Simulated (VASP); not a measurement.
# As in VASP: single point with LDA

Aim: the single point of As with LDA.

Program: VASP 6.6.1. These are calculated values, not measurements. Logs are shortened: lines on timing, memory, paths and dates and some standing lists are left out, and cuts for length are marked.

## Step 1: The cell of the first run

The cell holds a slab with vacuum, 8 atoms: a = 3.650 Å, b = 4.470 Å, c = 27.920 Å, α = 90.00°, β = 90.00°, γ = 90.00°.

## Step 2: Single point, LDA

File INCAR:

```
SYSTEM = As
ALGO = Normal
DIPOL = 0.5 0.5 0.497
EDIFF = 1E-6
ENCUT = 520
GGA = CA
IDIPOL = 3
ISIF = 2
ISMEAR = 0
LASPH = .TRUE.
LCHARG = .FALSE.
LDIPOL = .TRUE.
LREAL = .FALSE.
LWAVE = .FALSE.
NBANDS = 30
NELM = 80
PREC = Accurate
SIGMA = 0.1
```

File KPOINTS:

```
k-points
0
G
  16 13 1
  0 0 0
```

File POSCAR:

```
As
1.0
    3.6500000000      0.0000000000      0.0000000000
    0.0000000000      4.4700000000      0.0000000000
    0.0000000000      0.0000000000     27.9200001152
As
8
Direct
    0.5000000000      0.9400000000      0.3581661876
    0.0000000000      0.5600000000      0.3581661876
    0.5000000000      0.0600000000      0.4448424073
    0.0000000000      0.4400000000      0.4448424073
    0.0000000000      0.9369686258      0.5497749066
    0.5000000000      0.5630313742      0.5497749066
    0.0000000000      0.0631888443      0.6354583148
    0.5000000000      0.4368111557      0.6354583148
```

Potentials or basis: VASP PAW LDA potentials, release 64 (As).

Run with:

```bash
> cat potpaw_LDA.64/As/POTCAR > POTCAR
> mpirun -np 1 vasp_std > vasp.out
```

OUTCAR:

```text
SYSTEM = As
   EDIFF = 1E-6
   ENCUT = 520
   GGA = CA
   ISIF = 2
   ISMEAR = 0
   LASPH = .TRUE.
   LREAL = .FALSE.
   NELM = 80
   PREC = Accurate

 ion  position               nearest neighbor table
   1  0.500  0.940  0.358-   3 2.48   2 2.49   2 2.49
   2  0.000  0.560  0.358-   4 2.48   1 2.49   1 2.49
   3  0.500  0.060  0.445-   1 2.48   4 2.49   4 2.49
   4  0.000  0.440  0.445-   2 2.48   3 2.49   3 2.49
   5  0.000  0.937  0.550-   7 2.46   6 2.47   6 2.47
   6  0.500  0.563  0.550-   8 2.46   5 2.47   5 2.47
   7  0.000  0.063  0.635-   5 2.46   8 2.47   8 2.47
   8  0.500  0.437  0.635-   6 2.46   7 2.47   7 2.47

  LATTYP: Found a simple orthorhombic cell.
 ALAT       =     3.6500000000
 B/A-ratio  =     1.2246575342
 C/A-ratio  =     7.6493151001

  Lattice vectors:

 A1 = (   3.6500000000,   0.0000000000,   0.0000000000)
 A2 = (   0.0000000000,   4.4700000000,   0.0000000000)
 A3 = (   0.0000000000,   0.0000000000,  27.9200001152)

Analysis of symmetry for initial positions (statically):
=====================================================================
 Subroutine PRICEL returns:
 Original cell was already a primitive cell.

 Routine SETGRP: Setting up the symmetry group for a
 simple orthorhombic supercell.

 Subroutine GETGRP returns: Found  4 space group operations
 (whereof  2 operations were pure point group operations)
 out of a pool of  8 trial point group operations.

The static configuration has the point symmetry C_1h.
 The point group associated with its full space group is C_2v.

Analysis of symmetry for dynamics (positions and initial velocities):
=====================================================================
 Subroutine PRICEL returns:
 Original cell was already a primitive cell.

 Routine SETGRP: Setting up the symmetry group for a
 simple orthorhombic supercell.

 Subroutine GETGRP returns: Found  4 space group operations
 (whereof  2 operations were pure point group operations)
 out of a pool of  8 trial point group operations.

The dynamic configuration has the point symmetry C_1h.
 The point group associated with its full space group is C_2v.

 Subroutine INISYM returns: Found  4 space group operations
 (whereof  2 operations are pure point group operations),
 and found     1 'primitive' translations

[... 115 lines left out ...]
   TEBEG  =    0.0;   TEEND  =   0.0 temperature during run
   PSTRESS=    0.0 pullay stress
   NELECT =      40.0000    total number of electrons
   NUPDOWN=      -1.0000    fix difference up-down
   EMIN   =  10.00;   EMAX   =-10.00  energy-range for DOS
   EFERMI =   0.00;   METHOD = LEGACY
   ISMEAR =     0;   SIGMA  =   0.10  broadening in eV -4-tet -1-fermi 0-gaus
   EFERMI_NEDOS =   21; number of points for ismear=-14 and -15
   IALGO  =     38    algorithm
   IMIX   =      4    mixing-type and parameters
     AMIX     =   0.40;   BMIX     =  1.00
     AMIX_MAG =   1.60;   BMIX_MAG =  1.00
  volume/ion in A,a.u.               =      56.94       384.26
  Fermi-wavevector in a.u.,A,eV,Ry     =   0.727651  1.375060  7.203950  0.529475
  Thomas-Fermi vector in A             =   1.818927
   LORBIT       =      0    0 simple, 1 ext, 2 COOP (PROOUT), +10 PAW based schemes
   GGA     = CA    functional components
   LHFCALC =     F    Hartree Fock is set to
   AEXX    =    0.0000 exact exchange contribution
   IVDW    =     0    specifies the selected vdW correction
   LEPSILON=     F    determine dielectric tensor
   LRPA    =     F    only Hartree local field effects (RPA)
 non-spin polarized calculation
 Gauss-broadening in eV      SIGMA  =   0.10
  energy-cutoff  :      520.00
  volume of cell :      455.53
 maximum number of plane-waves:     12330
 NGX is ok and might be reduce to    28
   NGX = 13   NGY = 17   NGZ =103

 dipolmoment           0.000000      0.000000     -0.000002 electrons x Angstroem

 number of electron      39.9999997 magnetization

 dipolmoment           0.000000      0.000000      0.000034 electrons x Angstroem

 Free energy of the ion-electron system (eV)
  ---------------------------------------------------
  ext. energy  EPLUGINS =         0.00000000
  ---------------------------------------------------
  free energy    TOTEN  =       -42.24300904 eV

  energy without entropy =      -42.24141428  energy(sigma->0) =      -42.24221166

 E-fermi :  -0.7571     XC(G=0):  -4.3121

 val. band max:       -0.7683967025   @ k =   0.0000   0.3846   0.0000
 cond. band min:      -0.7404323432   @ k =   0.0000   0.0000   0.0000
 fundamental gap:      0.0279643592
 Fermi energy:        -0.7570938874

 k-point     1 :       0.0000    0.0000    0.0000
  band No.  band energies     occupation
      1     -15.6627      2.00000
      2     -15.3866      2.00000
      3     -13.5189      2.00000
      4     -13.0265      2.00000
      5     -10.2772      2.00000
      6     -10.1435      2.00000
[... 781 lines left out ...]
     29       3.0685      0.00000
     30       3.2377      0.00000

 [... further k-points ...]

------------------------ aborting loop because EDIFF is reached ----------------------------------------

 vacuum level on the upper side and lower side of the slab       (xc-potential included)        -0.166        -0.167

  FORCE on cell =-STRESS in cart. coord.  units (eV):
  Direction    XX          YY          ZZ          XY          YZ          ZX
  --------------------------------------------------------------------------------------
  -------------------------------------------------------------------------------------
  Total       -0.2052173     -1.5062429     -0.5321092      0.0000000      0.0000000      0.0000000
  in kB       -0.7217865     -5.2977298     -1.8715246      0.0000000      0.0000000      0.0000000
  external PRESSURE =      -2.6303470 kB  Pullay stress =       0.0000000 kB

 VOLUME and BASIS-vectors are now :
 -----------------------------------------------------------------------------
  energy-cutoff  :      520.00
  volume of cell :      455.53
      direct lattice vectors                 reciprocal lattice vectors
     3.650000000  0.000000000  0.000000000     0.273972603  0.000000000  0.000000000
     0.000000000  4.470000000  0.000000000     0.000000000  0.223713647  0.000000000
     0.000000000  0.000000000 27.920000115     0.000000000  0.000000000  0.035816619

 POSITION                                       TOTAL-FORCE (eV/Angst)
 -----------------------------------------------------------------------------------
      1.82500      4.20180     10.00000         0.000000     -0.156216      0.142152
      0.00000      2.50320     10.00000         0.000000      0.156216      0.142152
      1.82500      0.26820     12.42000         0.000000      0.142358     -0.140606
      0.00000      1.96680     12.42000         0.000000     -0.142358     -0.140606
      0.00000      4.18825     15.34972         0.000000      0.049489     -0.036503
      1.82500      2.51675     15.34972         0.000000     -0.049489     -0.036503
      0.00000      0.28245     17.74200         0.000000     -0.053687      0.034956
      1.82500      1.95255     17.74200         0.000000      0.053687      0.034956
 -----------------------------------------------------------------------------------
    total drift:                                0.000000      0.000000      0.000252

  FREE ENERGIE OF THE ION-ELECTRON SYSTEM (eV)
  ---------------------------------------------------
  free  energy   TOTEN  =       -42.2430090385 eV

  energy  without entropy=      -42.2414142837  energy(sigma->0) =      -42.24221166

 vacuum level on the upper side and lower side of the slab         3.562         3.560
```

OSZICAR:

```text
N       E                     dE             d eps       ncg     rms          rms(c)
DAV:   1     0.254717642947E+03    0.25472E+03   -0.13248E+04  3780   0.987E+02
DAV:   2    -0.919317056875E+01   -0.26391E+03   -0.25474E+03  5560   0.174E+02
DAV:   3    -0.414410245683E+02   -0.32248E+02   -0.31901E+02  4484   0.658E+01
[... 14 lines left out ...]
DAV:  18    -0.422429944437E+02   -0.11687E-04   -0.85374E-07  3516   0.194E-03    0.373E-04
DAV:  19    -0.422430022067E+02   -0.77630E-05   -0.36839E-07  3302   0.129E-03    0.164E-04
DAV:  20    -0.422430062719E+02   -0.40652E-05   -0.26982E-07  3492   0.943E-04    0.173E-04
DAV:  21    -0.422430084120E+02   -0.21401E-05   -0.80381E-08  3450   0.567E-04    0.101E-04
DAV:  22    -0.422430090385E+02   -0.62648E-06   -0.92665E-09  2816   0.232E-04
   1 F= -.42243009E+02 E0= -.42242212E+02  d E =-.159475E-02
```

stdout:

```text
POSCAR found type information on POSCAR As
 POSCAR found :  1 types and       8 ions
 scaLAPACK will be used
 LDA part: xc-table for (Slater(with rela. corr.)+CA(PZ))
 , standard interpolation
 POSCAR, INCAR and KPOINTS ok, starting setup
 FFT: planning ... GRIDC
 FFT: planning ... GRID_SOFT
 FFT: planning ... GRID
 WAVECAR not read
 entering main loop
```

It took 14 min on 1 thread of AMD EPYC 9R14 (Zen 4), shared host; peak memory 0.74 GiB.

Results:

- Free energy: -42.2430 eV
- Largest force: 0.211 eV/Å

Forces in eV/Å, atoms in the order of the input:
```
As   0.000 -0.156  0.142
As   0.000  0.156  0.142
As   0.000  0.142 -0.141
As   0.000 -0.142 -0.141
As   0.000  0.049 -0.037
As   0.000 -0.049 -0.037
As   0.000 -0.054  0.035
As   0.000  0.054  0.035
```

Levels at points of the mesh, in eV from the Fermi level:
| k point | band 16 | band 17 | band 18 | band 19 | band 20 | band 21 | band 22 | band 23 | band 24 | band 25 |
| --- | --- | --- | --- | --- | --- | --- | --- | --- | --- | --- |
| (0.00, 0.00, 0.00) | -2.24 | -1.85 | -1.47 | -0.84 | -0.12 | 0.02 | 1.39 | 1.63 | 1.82 | 2.29 |
| (0.50, 0.00, 0.00) | -2.47 | -2.40 | -2.40 | -2.19 | -2.19 | 0.66 | 0.66 | 0.74 | 0.74 | 0.87 |
